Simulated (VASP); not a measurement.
A run of VASP 6.6.1:

INCAR

```
SYSTEM = PC4
PREC     = Accurate       ! precision mode
ENCUT    = 600            ! plane-wave cutoff, eV
EDIFF    = 1E-7           ! SCF threshold, eV
ISMEAR   = 0              ! smearing method
SIGMA    = 0.1            ! smearing width, eV
LREAL    = .False.        ! projectors in reciprocal space
LASPH    = .True.         ! aspherical terms in the spheres
NELM     = 60             ! most SCF steps
ALGO     = Normal         ! electronic algorithm
ISIF     = 3              ! what is computed and relaxed
LWAVE    = .False.        ! write WAVECAR
LCHARG   = .False.        ! write CHGCAR
GGA      = PE             ! functional
IBRION   = 2              ! ionic algorithm
NSW      = 90             ! ionic steps
EDIFFG   = -0.04          ! ionic threshold
```

Contents of KPOINTS:

```
Automatic mesh
0
Gamma
  6 6 6
  0 0 0
```

File POSCAR:

```
PC4
1.0
    1.3529163451      0.7811066160      5.6141677337
   -1.3529163451      0.7811066160      5.6141677337
    0.0000000000     -1.5622132320      5.6141677337
P C
1 4
Direct
    0.0000000000      0.0000000000      0.0000000000
    0.2709509010      0.2709509010      0.2709509010
    0.8165129213      0.8165129213      0.8165129213
    0.1834870787      0.1834870787      0.1834870787
    0.7290490990      0.7290490990      0.7290490990
```

Potentials or basis: VASP PAW PBE potentials, release 64 (P, C).

Launch:

```bash
$ cat potpaw_PBE.64/P/POTCAR potpaw_PBE.64/C/POTCAR > POTCAR
$ mpirun -np 1 vasp_std > vasp.out
```

Hardware: 1 thread of Intel(R) Xeon(R) Platinum 8488C (Sapphire Rapids), on a shared host.

Problem. Estimate the wall time of this run.

Solution. Wall time 2.3 min on 1 thread of Intel(R) Xeon(R) Platinum 8488C (Sapphire Rapids), on a shared host, peak memory 0.32 GiB. Counts: scf iterations 29, k points 32, ion steps 3.
